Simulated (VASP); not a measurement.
## CsPbCl3: single point with PBEsol

CsPbCl3:

```
Cs Pb Cl
1.0
     5.62552    0.00000    0.00000
     0.00000    5.62552    0.00000
     0.00000    0.00000    5.62552
Cs Pb Cl
1 1 3
Cartesian
  0.0000 0.0000 0.0000
  2.8128 2.8128 2.8128
  2.8128 2.8128 0.0000
  2.8128 0.0000 2.8128
  0.0000 2.8128 2.8128
```

```
Program                : VASP 6.6.1
Task                   : single point
Functional             : PBEsol
Potentials or basis    : VASP PAW PBE potentials, release 64 (Cs_sv, Pb_d, Cl)
Cutoff                 : 520 eV
k mesh                 : 4 × 4 × 4
Occupations            : fermi-dirac, width 0.02 eV
Spin                   : no spin polarisation
Dipole correction      : no
Further INCAR settings : ALGO = Normal; EDIFF = 1e-07; NBANDS = 30
```

```json
{
 "Pressure": "0.0 GPa",
 "Band gap on the k mesh": "1.85 eV, direct"
}
```

Levels at points of the mesh, in eV from the valence-band top:
```
           k point  band 20  band 21  band 22  band 23  band 24  band 25
(0.00, 0.00, 0.00)    -2.45    -2.45    -2.45     3.26     4.28     4.28
(0.50, 0.00, 0.00)    -2.56    -2.56    -1.65     2.94     4.64     5.20
(0.50, 0.50, 0.00)    -2.68    -2.13    -0.80     2.44     2.44     4.86
(0.50, 0.50, 0.50)    -2.12    -2.12     0.00     1.85     1.85     1.85
```

Run time: 29 s on 1 thread of Intel(R) Xeon(R) 6975P-C (Granite Rapids), with other jobs on the host, peak memory 0.27 GiB.

Caveat: the PAW data sets were made with another functional, which shifts forces and pressure a little; spin-orbit coupling is left out, which moves the levels of the heavy elements. A k mesh can miss the band edges.
